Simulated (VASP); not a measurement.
# NaH (P6_3/mmc) in VASP: single point with PBE0

Aim: the single point of NaH with PBE0.

Program: VASP 6.6.1. These are calculated values, not measurements. Logs are shortened: lines on timing, memory, paths and dates and some standing lists are left out, and cuts for length are marked.

## Step 1: The cell of the first run

Symmetry: P6_3/mmc, No. 194, hexagonal system. The conventional cell has a = 3.953 Å, b = 3.953 Å, c = 4.828 Å, α = 90.00°, β = 90.00°, γ = 120.00°. Na (site symmetry -6m2) has 5 H at 2.28 to 2.41 Å within 3.0 Å. H (site symmetry -6m2) has 5 Na at 2.28 to 2.41 Å within 3.0 Å.

## Step 2: Single point, PBE0

Input file POSCAR:

```
NaH
1.0
    3.9533072841      0.0000000000      0.0000000000
   -1.9766536420      3.4236645370      0.0000000000
    0.0000000000      0.0000000000      4.8283237770
Na H
2 2
Direct
    0.3333333333      0.6666666667      0.2500000000
    0.6666666667      0.3333333333      0.7500000000
    0.6666666667      0.3333333333      0.2500000000
    0.3333333333      0.6666666667      0.7500000000
```

Input file INCAR.step1:

```
PREC = Accurate ; ENCUT = 520
EDIFF = 1E-5 ; ISMEAR = 0
SIGMA = 0.01 ; LREAL = False
LASPH = True ; NELM = 80
ALGO = Normal ; ISIF = 2
LWAVE = True ; LCHARG = False
GGA = PE ; NBANDS = 16
```

Input file INCAR.step2:

```
PREC = Accurate ; ENCUT = 520
EDIFF = 1E-6 ; ISMEAR = 0
SIGMA = 0.01 ; LREAL = False
LASPH = True ; NELM = 80
ALGO = Normal ; ISIF = 2
LWAVE = False ; LCHARG = False
GGA = PE ; LHFCALC = True
AEXX = 0.25 ; PRECFOCK = Normal
ISTART = 1 ; NBANDS = 16
```

Input file KPOINTS:

```
regular mesh
0
Gamma
  6 6 4
```

Potentials or basis: VASP PAW PBE potentials, release 64 (Na_pv, H).

The run is started by

```console
cat potpaw_PBE.64/Na_pv/POTCAR potpaw_PBE.64/H/POTCAR > POTCAR
cp INCAR.step1 INCAR
mpirun -np 1 vasp_std > vasp.out
cp INCAR.step2 INCAR
mpirun -np 1 vasp_std > vasp.out
```

OUTCAR:

```text
PREC = Accurate
   ENCUT = 520
   EDIFF = 1E-6
   ISMEAR = 0
   LREAL = False
   LASPH = True
   NELM = 80
   ISIF = 2
   GGA = PE
   LHFCALC = True
   AEXX = 0.25
   PRECFOCK = Normal
   ISTART = 1

 ion  position               nearest neighbor table
   1  0.333  0.667  0.250-
   2  0.667  0.333  0.750-
   3  0.667  0.333  0.250-
   4  0.333  0.667  0.750-

  LATTYP: Found a hexagonal cell.
 ALAT       =     3.9533072841
 C/A-ratio  =     1.2213378394

  Lattice vectors:

 A1 = (   3.9533072841,   0.0000000000,   0.0000000000)
 A2 = (  -1.9766536420,   3.4236645370,   0.0000000000)
 A3 = (   0.0000000000,   0.0000000000,   4.8283237770)

Analysis of symmetry for initial positions (statically):
=====================================================================
 Subroutine PRICEL returns:
 Original cell was already a primitive cell.

 Routine SETGRP: Setting up the symmetry group for a
 hexagonal supercell.

 Subroutine GETGRP returns: Found 24 space group operations
 (whereof 12 operations were pure point group operations)
 out of a pool of 24 trial point group operations.

The static configuration has the point symmetry D_3d.
 The point group associated with its full space group is D_6h.

Analysis of symmetry for dynamics (positions and initial velocities):
=====================================================================
 Subroutine PRICEL returns:
 Original cell was already a primitive cell.

 Routine SETGRP: Setting up the symmetry group for a
 hexagonal supercell.

 Subroutine GETGRP returns: Found 24 space group operations
 (whereof 12 operations were pure point group operations)
 out of a pool of 24 trial point group operations.

The dynamic configuration has the point symmetry D_3d.
 The point group associated with its full space group is D_6h.

 Subroutine INISYM returns: Found 24 space group operations
 (whereof 12 operations are pure point group operations),
 and found     1 'primitive' translations

----------------------------------------------------------------------------------------

                                     Primitive cell

  volume of cell :      65.3504

  direct lattice vectors                    reciprocal lattice vectors
     3.953307284  0.000000000  0.000000000     0.252952763  0.146042346  0.000000000
    -1.976653642  3.423664537  0.000000000     0.000000000  0.292084691  0.000000000
     0.000000000  0.000000000  4.828323777     0.000000000  0.000000000  0.207111214

  length of vectors
     3.953307284  3.953307284  4.828323777     0.292084691  0.292084691  0.207111214

  position of ions in fractional coordinates (direct lattice)
     0.333333333  0.666666667  0.250000000
     0.666666667  0.333333333  0.750000000
     0.666666667  0.333333333  0.250000000
     0.333333333  0.666666667  0.750000000

  ion indices of the primitive-cell ions
   primitive index   ion index
                 1           1
                 2           2
                 3           3
                 4           4

----------------------------------------------------------------------------------------

 KPOINTS: regular mesh

Automatic generation of k-mesh.
 Grid dimensions read from file:
 generate k-points for:    6    6    4

 Generating k-lattice:

  Cartesian coordinates                     Fractional coordinates (reciprocal lattice)
     0.042158794  0.024340391  0.000000000     0.166666667  0.000000000  0.000000000
     0.000000000  0.048680782  0.000000000     0.000000000  0.166666667  0.000000000
     0.000000000  0.000000000  0.051777804     0.000000000  0.000000000  0.250000000

  Length of vectors
     0.048680782  0.048680782  0.051777804

  Shift w.r.t. Gamma in fractional coordinates (k-lattice)
     0.000000000  0.000000000  0.000000000

 Subroutine IBZKPT returns following result:
 ===========================================

 Found     21 irreducible k-points:

 Following reciprocal coordinates:
            Coordinates               Weight
  0.000000  0.000000  0.000000      1.000000
  0.166667  0.000000  0.000000      6.000000
  0.333333 -0.000000  0.000000      6.000000
  0.500000  0.000000  0.000000      3.000000
  0.166667  0.166667  0.000000      6.000000
  0.333333  0.166667  0.000000     12.000000
[... 13 lines left out ...]
  0.333333  0.166667  0.500000     12.000000
  0.333333  0.333333  0.500000      2.000000
   k-points           NKPTS =     21   k-points in BZ     NKDIM =    144   number of bands    NBANDS=     16
   number of dos      NEDOS =    301   number of ions     NIONS =      4
   total plane-waves  NPLWV =  32400
   dimension x,y,z NGX =    30 NGY =   30 NGZ =   36
   dimension x,y,z NGXF=    60 NGYF=   60 NGZF=   72
   ions per type =               2   2
   NGX,Y,Z   is equivalent  to a cutoff of  12.62, 12.62, 12.40 a.u.
   NGXF,Y,Z  is equivalent  to a cutoff of  25.23, 25.23, 24.79 a.u.
 SYSTEM =  unknown system
   PREC   = accura    normal or accurate (medium, high low for compatibility)
   ISTART =      1    job   : 0-new  1-cont  2-samecut
   ICHARG =      0    charge: 1-file 2-atom 10-const
   ISPIN  =      1    spin polarized calculation?
   LNONCOLLINEAR =      F non collinear calculations
   LSORBIT =      F    spin-orbit coupling
   LASPH  =      T    aspherical Exc in radial PAW
   ENCUT  =  520.0 eV  38.22 Ry    6.18 a.u.   7.35  7.35  8.98*2*pi/ulx,y,z
   NELM   =     80;   NELMIN=  2; NELMDL=  0     # of ELM steps
   EDIFF  = 0.1E-05   stopping-criterion for ELM
   LREAL  =      F    real-space projection
   EDIFFG = 0.1E-04   stopping-criterion for IOM
   NSW    =      0    number of steps for IOM
   IBRION =     -1    ionic relax: 0-MD 1-quasi-New 2-CG
   NFREE  =      0    steps in history (QN), initial steepest desc. (CG)
   ISIF   =      2    stress and relaxation
   ISYM   =      3    0-nonsym 1-usesym 2-fastsym
   POTIM  = 0.5000    time-step for ionic-motion
   TEBEG  =    0.0;   TEEND  =   0.0 temperature during run
   PSTRESS=    0.0 pullay stress
   NELECT =      16.0000    total number of electrons
   NUPDOWN=      -1.0000    fix difference up-down
   EMIN   =  10.00;   EMAX   =-10.00  energy-range for DOS
   EFERMI =   0.00;   METHOD = LEGACY
   ISMEAR =     0;   SIGMA  =   0.01  broadening in eV -4-tet -1-fermi 0-gaus
   EFERMI_NEDOS =   21; number of points for ismear=-14 and -15
   IALGO  =     38    algorithm
   IMIX   =      1    mixing-type and parameters
     AMIX     =   0.40;   BMIX     =  1.00
     AMIX_MAG =   1.60;   BMIX_MAG =  1.00
  volume/ion in A,a.u.               =      16.34       110.25
  Fermi-wavevector in a.u.,A,eV,Ry     =   1.024154  1.935371 14.271045  1.048892
  Thomas-Fermi vector in A             =   2.157926
   LORBIT       =      0    0 simple, 1 ext, 2 COOP (PROOUT), +10 PAW based schemes
   GGA     = PE    functional components
   LHFCALC =     T    Hartree Fock is set to
   PRECFOCK=normal    Normal, Fast or Accurate (Low or Medium for compatibility)
   ENCUT4O =  -1.0   cutoff for four orbital integrals eV
   NKREDX  =     1    reduce k-point grid by
   NKREDY  =     1    reduce k-point grid by
   NKREDZ  =     1    reduce k-point grid by
   AEXX    =    0.2500 exact exchange contribution
   HFSCREEN=    0.0000 screening length (either q_TF or 0.3 A-1)
   HFSCREENC=   0.0000 screening length for correlation (either q_TF or 0.3 A-1)
   ENCUTFOCK=  -1.0 apply spherical cutoff to Coloumb kernel
   IVDW    =     0    specifies the selected vdW correction
   LEPSILON=     F    determine dielectric tensor
   LRPA    =     F    only Hartree local field effects (RPA)
 non-spin polarized calculation
 Gauss-broadening in eV      SIGMA  =   0.01
  energy-cutoff  :      520.00
  volume of cell :       65.35
 maximum number of plane-waves:      1794
 NGX is ok and might be reduce to    30
  NGX = 24; NGY = 24; NGZ = 28

 number of electron      16.0000017 magnetization

 Free energy of the ion-electron system (eV)
  ---------------------------------------------------
  ext. energy  EPLUGINS =         0.00000000
  ---------------------------------------------------
  free energy    TOTEN  =       -12.11409859 eV

  energy without entropy =      -12.11409859  energy(sigma->0) =      -12.11409859

 E-fermi :  -2.4325     XC(G=0):  -5.6140

 val. band max:       -2.5365360401   @ k =   0.1667   0.0000   0.0000
 cond. band min:       2.4232763590   @ k =   0.3333   0.3333   0.0000
 fundamental gap:      4.9598123990
 Fermi energy:        -2.4325153260

 k-point     1 :       0.0000    0.0000    0.0000
  band No.  band energies     occupation
      1     -27.1571      2.00000
      2     -27.1216      2.00000
      3     -27.1216      2.00000
      4     -27.0956      2.00000
      5     -27.0956      2.00000
      6     -27.0769      2.00000
[... 8 lines left out ...]
     15      10.2047      0.00000
     16      15.0891      0.00000

 k-point     2 :       0.1667    0.0000    0.0000
  band No.  band energies     occupation
      1     -27.1519      2.00000
      2     -27.1253      2.00000
      3     -27.1241      2.00000
      4     -27.1010      2.00000
      5     -27.0949      2.00000
      6     -27.0812      2.00000
[... 8 lines left out ...]
     15      12.3019      0.00000
     16      12.9639      0.00000

 k-point     3 :       0.3333   -0.0000    0.0000
  band No.  band energies     occupation
      1     -27.1387      2.00000
      2     -27.1332      2.00000
      3     -27.1287      2.00000
      4     -27.1113      2.00000
      5     -27.0939      2.00000
      6     -27.0926      2.00000
[... 8 lines left out ...]
     15      11.7138      0.00000
     16      12.9270      0.00000
[... 305 lines left out ...]
 k-point    20 :       0.3333    0.1667    0.5000
  band No.  band energies     occupation
      1     -27.1553      2.00000
      2     -27.1553      2.00000
      3     -27.1151      2.00000
      4     -27.1151      2.00000
      5     -27.0863      2.00000
      6     -27.0863      2.00000
[... 8 lines left out ...]
     15      13.7022      0.00000
     16      13.7022      0.00000

 k-point    21 :       0.3333    0.3333    0.5000
  band No.  band energies     occupation
      1     -27.1566      2.00000
      2     -27.1566      2.00000
      3     -27.1184      2.00000
      4     -27.1184      2.00000
      5     -27.0839      2.00000
      6     -27.0839      2.00000
[... 8 lines left out ...]
     15      14.2642      0.00000
     16      14.2642      0.00000

------------------------ aborting loop because EDIFF is reached ----------------------------------------

  FORCE on cell =-STRESS in cart. coord.  units (eV):
  Direction    XX          YY          ZZ          XY          YZ          ZX
  --------------------------------------------------------------------------------------
  -------------------------------------------------------------------------------------
  Total        0.0402904      0.0402904      0.0545343      0.0000000     -0.0000000     -0.0000000
  in kB        0.9877874      0.9877874      1.3370016      0.0000000     -0.0000000     -0.0000000
  external PRESSURE =       1.1041921 kB  Pullay stress =       0.0000000 kB

 VOLUME and BASIS-vectors are now :
 -----------------------------------------------------------------------------
  energy-cutoff  :      520.00
  volume of cell :       65.35
      direct lattice vectors                 reciprocal lattice vectors
     3.953307284  0.000000000  0.000000000     0.252952763  0.146042346  0.000000000
    -1.976653642  3.423664537  0.000000000     0.000000000  0.292084691  0.000000000
     0.000000000  0.000000000  4.828323777     0.000000000  0.000000000  0.207111214

 POSITION                                       TOTAL-FORCE (eV/Angst)
 -----------------------------------------------------------------------------------
     -0.00000      2.28244      1.20708         0.000000     -0.000000      0.000000
      1.97665      1.14122      3.62124        -0.000000      0.000000     -0.000000
      1.97665      1.14122      1.20708         0.000000      0.000000     -0.000000
     -0.00000      2.28244      3.62124         0.000000      0.000000     -0.000000
 -----------------------------------------------------------------------------------
    total drift:                                0.000000      0.000000     -0.000000

  FREE ENERGIE OF THE ION-ELECTRON SYSTEM (eV)
  ---------------------------------------------------
  free  energy   TOTEN  =       -12.1140985939 eV

  energy  without entropy=      -12.1140985939  energy(sigma->0) =      -12.11409859
```

Wall time 33 min (1 thread of Intel Xeon 6975P-C, shared host); peak memory 0.2 GiB.

Results:

* Free energy: -12.1141 eV
* Pressure: 0.1 GPa
* Band gap on the k mesh: 4.96 eV, indirect (least direct gap 5.97 eV)

Caveat: the PAW data sets were made with another functional, which shifts forces and pressure a little.
